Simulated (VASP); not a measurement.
# TaN (P1) in VASP: a series of runs

TaN is run at these levels: PBE; tasks: single point.

Program: VASP 6.6.1. These are calculated values, not measurements. Logs are shortened: lines on timing, memory, paths and dates and some standing lists are left out, and cuts for length are marked.

## Step 1: The cell of the first run

The typed cell holds 18 atoms: a = 6.080 Å, b = 6.080 Å, c = 6.080 Å, α = 98.43°, β = 98.43°, γ = 98.43°.

## Step 2: Single point, PBE

The input, INCAR:

```
  ALGO = Normal
  EDIFF = 1E-6
  ENCUT = 520
  GGA = PE
  ISIF = 2
  ISMEAR = -1
  LASPH = True
  LCHARG = True
  LELF = True
  LREAL = Auto
  LVHAR = True
  LWAVE = False
  NBANDS = 87
  NELM = 100
  PREC = Accurate
  SIGMA = 0.0948
```

The input, KPOINTS:

```
k-points
0
Gamma
  3 3 3
```

The input, POSCAR:

```
TaN
1.0
    2.6578394421     -4.6035129520      2.9507317729
    2.6578394421      4.6035129520      2.9507317729
   -5.3156788841      0.0000000000      2.9507317729
Ta N
9 9
Direct
    0.3258071161      0.3881421205      0.3503901348
    0.6687848597      0.6804765831      0.6618020684
    0.0142468347      0.0236726798      0.0049410399
    0.8289924942      0.5555686952      0.1770382221
    0.1771053196      0.8676271087      0.4902135948
    0.5042107833      0.1872434987      0.8197454282
    0.1585912357      0.5397114841      0.8275574216
    0.5100284232      0.8782413549      0.1667956609
    0.8350498242      0.2068056919      0.5307564179
    0.5128849084      0.5699267811     -0.0897912371
    0.8668792896      0.9103100352      0.2585456935
    0.1961437744      0.2571597860      0.6336244449
    0.8673245245      0.2858614054      0.9000410207
    0.2029122853      0.6224093129      0.1950364796
    0.5340882633     -0.0457504442      0.5293748133
   -0.0667586908      0.5707201283      0.5381471771
    0.2711619601      0.9060099622      0.8675147739
    0.6079142344      0.2746656879      0.2495456849
```

Potentials or basis: VASP PAW PBE potentials, release 64 (Ta_pv, N).

Started as:

```console
$ cat potpaw_PBE.64/Ta_pv/POTCAR potpaw_PBE.64/N/POTCAR > POTCAR
$ mpirun -np 1 vasp_std > vasp.out
```

OUTCAR:

```text
EDIFF = 1E-6
   ENCUT = 520
   GGA = PE
   ISIF = 2
   ISMEAR = -1
   LASPH = True
   LREAL = Auto
   NELM = 100
   PREC = Accurate

 ion  position               nearest neighbor table
   1  0.326  0.388  0.350-  14 1.99  18 2.08  12 2.20   2 2.80   3 3.02   5 3.21   7 3.26   6 3.36
                             4 3.40   9 3.42   5 3.42   8 3.43   4 3.44   7 3.49   9 3.52   8 3.53
   2  0.669  0.680  0.662-  16 2.03  10 2.04  15 2.17   1 2.80   3 3.04   9 3.22   4 3.26   7 3.28
                             6 3.34   4 3.37   6 3.43   5 3.43   7 3.43   8 3.45   9 3.45   8 3.46
   3  0.014  0.024  0.005-  17 2.05  11 2.05  13 2.07   1 3.02   2 3.04   7 3.27   4 3.28   5 3.29
                             8 3.32   9 3.33   8 3.39   6 3.40   5 3.46   6 3.48   7 3.50   9 3.60
   4  0.829  0.556  0.177-  11 2.11  18 2.15  16 2.18  14 2.23  13 2.24  10 2.35   5 2.88   8 2.95
                             6 3.11   7 3.13   9 3.23   2 3.26   3 3.28   2 3.37   1 3.40   1 3.44
   5  0.177  0.868  0.490-  15 2.13  14 2.20  16 2.24  17 2.25  11 2.25  12 2.38   4 2.88   6 2.88
                             8 3.02   7 3.07   9 3.15   1 3.21   3 3.29   1 3.42   2 3.43   3 3.46
   6  0.504  0.187  0.820-  17 2.14  15 2.14  13 2.16  12 2.17  10 2.30  18 2.55   9 2.86   5 2.88
                             8 3.02   4 3.11   7 3.21   2 3.34   1 3.36   3 3.40   2 3.43   3 3.48
   7  0.159  0.540  0.828-  12 2.00  10 2.11  16 2.12  14 2.18  17 2.20  13 2.31   9 2.82   8 3.04
                             5 3.07   4 3.13   6 3.21   1 3.26   3 3.27   2 3.28   2 3.43   1 3.49
   8  0.510  0.878  0.167-  11 2.13  15 2.16  17 2.20  10 2.26  14 2.29  18 2.36   4 2.95   9 3.01
                             5 3.02   6 3.02   7 3.04   3 3.32   3 3.39   1 3.43   2 3.45   2 3.46
   9  0.835  0.207  0.531-  12 2.16  18 2.16  16 2.20  13 2.20  15 2.21  11 2.31   7 2.82   6 2.86
                             8 3.01   5 3.15   2 3.22   4 3.23   3 3.33   1 3.42   2 3.45   1 3.52
  10  0.513  0.570  0.910-   2 2.04   7 2.11   8 2.26   6 2.30   4 2.35
  11  0.867  0.910  0.259-   3 2.05   4 2.11   8 2.13   5 2.25   9 2.31
  12  0.196  0.257  0.634-   7 2.00   9 2.16   6 2.17   1 2.20   5 2.38
  13  0.867  0.286  0.900-   3 2.07   6 2.16   9 2.20   4 2.24   7 2.31
  14  0.203  0.622  0.195-   1 1.99   7 2.18   5 2.20   4 2.23   8 2.29
  15  0.534  0.954  0.529-   5 2.13   6 2.14   8 2.16   2 2.17   9 2.21
  16  0.933  0.571  0.538-   2 2.03   7 2.12   4 2.18   9 2.20   5 2.24
  17  0.271  0.906  0.868-   3 2.05   6 2.14   7 2.20   8 2.20   5 2.25
  18  0.608  0.275  0.250-   1 2.08   4 2.15   9 2.16   8 2.36   6 2.55

  LATTYP: Found a trigonal (rhomboedric) cell.
 ALAT       =     6.0797417704
 COS(alpha) =    -0.1466700449

  Lattice vectors:

 A1 = (   2.6578394421,  -4.6035129520,   2.9507317729)
 A2 = (   2.6578394421,   4.6035129520,   2.9507317729)
 A3 = (  -5.3156788841,   0.0000000000,   2.9507317729)

Analysis of symmetry for initial positions (statically):
=====================================================================
 Subroutine PRICEL returns:
 Original cell was already a primitive cell.

[... 158 lines left out ...]
   EFERMI_NEDOS =   21; number of points for ismear=-14 and -15
   IALGO  =     38    algorithm
   IMIX   =      4    mixing-type and parameters
     AMIX     =   0.40;   BMIX     =  1.00
     AMIX_MAG =   1.60;   BMIX_MAG =  1.00
  volume/ion in A,a.u.               =      12.03        81.21
  Fermi-wavevector in a.u.,A,eV,Ry     =   1.428771  2.699986 27.774751  2.041387
  Thomas-Fermi vector in A             =   2.548797
   LORBIT       =      0    0 simple, 1 ext, 2 COOP (PROOUT), +10 PAW based schemes
   GGA     = PE    functional components
   LHFCALC =     F    Hartree Fock is set to
   AEXX    =    0.0000 exact exchange contribution
   IVDW    =     0    specifies the selected vdW correction
   LEPSILON=     F    determine dielectric tensor
   LRPA    =     F    only Hartree local field effects (RPA)
 non-spin polarized calculation
  energy-cutoff  :      520.00
  volume of cell :      216.62
 maximum number of plane-waves:      5851
 NGX is ok and might be reduce to    48
   NGX = 23   NGY = 23   NGZ = 23

 number of electron     144.0000001 magnetization

 Free energy of the ion-electron system (eV)
  ---------------------------------------------------
  ext. energy  EPLUGINS =         0.00000000
  ---------------------------------------------------
  free energy    TOTEN  =      -199.72680428 eV

  energy without entropy =     -199.63415810  energy(sigma->0) =     -199.68048119

 E-fermi :   7.6467     XC(G=0): -12.6742

 val. band max:        7.6202240600   @ k =   0.0000   0.3333   0.3333
 cond. band min:       7.6697442718   @ k =   0.0000   0.0000   0.3333
 fundamental gap:      0.0495202118
 Fermi energy:         7.6467015933

 k-point     1 :       0.0000    0.0000    0.0000
  band No.  band energies     occupation
      1     -28.7083      2.00000
      2     -28.6415      2.00000
      3     -28.5704      2.00000
      4     -28.5403      2.00000
      5     -28.5181      2.00000
      6     -28.5046      2.00000
[... 1207 lines left out ...]
     83       9.7275      0.00000
     84       9.9116      0.00000
 [bands above 84 left out]

------------------------ aborting loop because EDIFF is reached ----------------------------------------

  FORCE on cell =-STRESS in cart. coord.  units (eV):
  Direction    XX          YY          ZZ          XY          YZ          ZX
  --------------------------------------------------------------------------------------
  -------------------------------------------------------------------------------------
  Total      -12.1267450    -10.4263697     -5.7672541     -1.6509973      0.1799640      0.3369782
  in kB      -89.6924183    -77.1160201    -42.6560438    -12.2111862      1.3310583      2.4923747
  external PRESSURE =     -69.8214941 kB  Pullay stress =       0.0000000 kB

 VOLUME and BASIS-vectors are now :
 -----------------------------------------------------------------------------
  energy-cutoff  :      520.00
  volume of cell :      216.62
      direct lattice vectors                 reciprocal lattice vectors
     2.657839442 -4.603512952  2.950731773     0.062707575 -0.108612706  0.112966328
     2.657839442  4.603512952  2.950731773     0.062707575  0.108612706  0.112966328
    -5.315678884  0.000000000  2.950731773    -0.125415150  0.000000000  0.112966328

 POSITION                                       TOTAL-FORCE (eV/Angst)
 -----------------------------------------------------------------------------------
      0.03500      0.28696      3.14058        -0.670606     -2.300257     -0.938520
      0.06819      0.05382      5.93411         0.352812      2.578004      1.434758
      0.07452      0.04339      0.12647         0.100260      1.688017      0.174811
      2.73886     -1.25871      4.60786        -0.411442     -1.534865     -1.880512
      0.17091      3.17883      4.52921        -0.956774      1.258860      0.255823
     -2.51973     -1.45916      4.45915        -1.638918      1.487537      2.381093
[... 10 lines left out ...]
     -1.48270      2.92253      6.03332        -0.072658     -0.021000     -0.349823
      1.01925     -1.53411      3.34060         0.391487     -0.242296     -2.260400
 -----------------------------------------------------------------------------------
    total drift:                                0.000189      0.002483      0.003511

  FREE ENERGIE OF THE ION-ELECTRON SYSTEM (eV)
  ---------------------------------------------------
  free  energy   TOTEN  =      -199.7268042796 eV

  energy  without entropy=     -199.6341581027  energy(sigma->0) =     -199.68048119
```

stdout:

```text
POSCAR found type information on POSCAR TaN
 POSCAR found :  2 types and      18 ions
 scaLAPACK will be used
 LDA part: xc-table for (Slater+PW92), standard interpolation
 POSCAR, INCAR and KPOINTS ok, starting setup
 FFT: planning ... GRIDC
 FFT: planning ... GRID_SOFT
 FFT: planning ... GRID
 WAVECAR not read
 entering main loop
```

It took 10 min on 1 thread of Intel Xeon Platinum 8375C at 2.90GHz (Ice Lake), shared host; peak memory 0.41 GiB.

Results:

| Item | Value |
| --- | --- |
| Free energy | -199.7268 eV |
| Pressure | -7.0 GPa |
| Largest force | 3.896 eV/Å |
| Band gap on the k mesh | zero (bands 72 and 73 overlap by 0.76 eV) |

Forces on the atoms (eV/Å):
```
Ta  -0.671 -2.300 -0.939
Ta   0.353  2.578  1.435
Ta   0.100  1.688  0.175
Ta  -0.411 -1.535 -1.881
Ta  -0.957  1.259  0.256
Ta  -1.639  1.488  2.381
Ta  -1.515  0.014  2.173
Ta  -0.156  0.613 -0.780
Ta   1.375 -0.584 -1.641
N   -0.419 -1.692  1.587
N   -0.232 -0.335  1.058
N    2.232 -2.028 -2.467
N    1.308  0.286  0.002
N    0.197  1.356  0.645
N   -0.261 -0.592  0.626
N    0.376  0.048 -0.021
N   -0.073 -0.021 -0.350
N    0.391 -0.242 -2.260
```

Levels at points of the mesh, in eV from the Fermi level:
```csv
k point,band 69,band 70,band 71,band 72,band 73,band 74,band 75,band 76
"(0.00, 0.00, 0.00)",-1.61,-1.50,-1.31,-1.06,-0.39,0.44,0.75,1.03
```

Caveat: the cell stands under tension; the atoms stand as in a frame of molecular dynamics; spin-orbit coupling is left out, which moves the levels of the heavy elements; forces of over 1 eV/Å act on the atoms, so gaps and moduli don't describe the material at rest.

## Step 3: Single point, PBE

The input, INCAR:

```
PREC = Accurate
ENCUT = 520
EDIFF = 1E-7
ISMEAR = -1
SIGMA = 0.0948
LREAL = Auto
LASPH = T
NELM = 100
ALGO = Normal
ISIF = 2
LWAVE = F
LCHARG = F
GGA = PE
NBANDS = 87
```

The input, KPOINTS:

```
Automatic mesh
0
Gamma
  3 3 3
```

The input, POSCAR:

```
TaN
1.0
    2.6578394421     -4.6035129520      2.9507317729
    2.6578394421      4.6035129520      2.9507317729
   -5.3156788841      0.0000000000      2.9507317729
Ta N
9 9
Direct
    0.3222187479      0.3689732596      0.3410078786
    0.6504205525      0.7311098009      0.6626737507
    0.0054616248      0.0413663787      0.0150617290
    0.8460850844      0.5409696183      0.1807977340
    0.1667410765      0.8611186167      0.5167930745
    0.5061402707      0.2110004472      0.8654687361
    0.1642742504      0.5525475144      0.8555214223
    0.5041317309      0.8782327746      0.2000758378
    0.8170821279      0.2069643701      0.5037819686
    0.5485683468      0.5773159579     -0.0487481078
    0.8842472808      0.9273973712      0.2916746186
    0.1831657877      0.2521268188      0.6081956659
    0.8910045897      0.3117130730      0.8792089484
    0.2060402114      0.6267665176      0.2182796586
    0.5045097671     -0.0159521117      0.5656703258
   -0.0715729395      0.5884004399      0.5621448512
    0.2723218481      0.9217076608      0.8859819840
    0.5987893093      0.2357209271      0.2053758786
```

Potentials or basis: VASP PAW PBE potentials, release 64 (Ta_pv, N).

Started as:

```console
$ cat potpaw_PBE.64/Ta_pv/POTCAR potpaw_PBE.64/N/POTCAR > POTCAR
$ mpirun -np 1 vasp_std > vasp.out
```

Wall time 10 min (1 thread of Intel Xeon Platinum 8375C at 2.90GHz (Ice Lake), shared host); peak memory 0.41 GiB.

It converged, with:

```
Free energy            : -200.1035 eV
Pressure               : -8.4 GPa
Largest force          : 4.264 eV/Å
Band gap on the k mesh : zero (bands 72 and 73 overlap by 1.01 eV)
```

Forces in eV/Å, atoms in the order of the input:
```
Ta  -0.650 -1.126  1.139
Ta  -2.803 -3.103  0.834
Ta   0.336  0.682  0.073
Ta  -0.499  1.274 -0.218
Ta   0.001  2.571  0.898
Ta   1.605  1.330 -1.070
Ta   0.902 -1.526 -0.188
Ta   1.191 -0.712 -1.913
Ta  -0.335 -0.430  3.067
N    0.904  1.096 -0.218
N    0.079 -0.285 -1.897
N    0.718 -1.022  0.276
N   -1.967  0.732 -1.022
N    0.326  0.914  0.340
N    2.596 -1.805  0.584
N    0.192  0.427 -1.280
N   -1.418  0.104 -0.512
N   -1.179  0.879  1.109
```

Stress tensor (GPa, compression positive):
```
 -9.13   0.96   0.07
  0.96 -10.31  -0.84
  0.07  -0.84  -5.71
```

Levels at points of the mesh, in eV from the Fermi level:
```tsv
k point	band 68	band 69	band 70	band 71	band 72	band 73	band 74	band 75	band 76	band 77
(0.00, 0.00, 0.00)	-1.81	-1.73	-1.65	-1.46	-0.86	-0.63	0.61	0.77	1.01	1.29
```

Caveat: the cell stands under tension; the atoms stand as in a frame of molecular dynamics; spin-orbit coupling is left out, which moves the levels of the heavy elements; forces of over 1 eV/Å act on the atoms, so gaps and moduli don't describe the material at rest.

The gap in the log of VASP goes by the Fermi energy; the results here count the filled bands.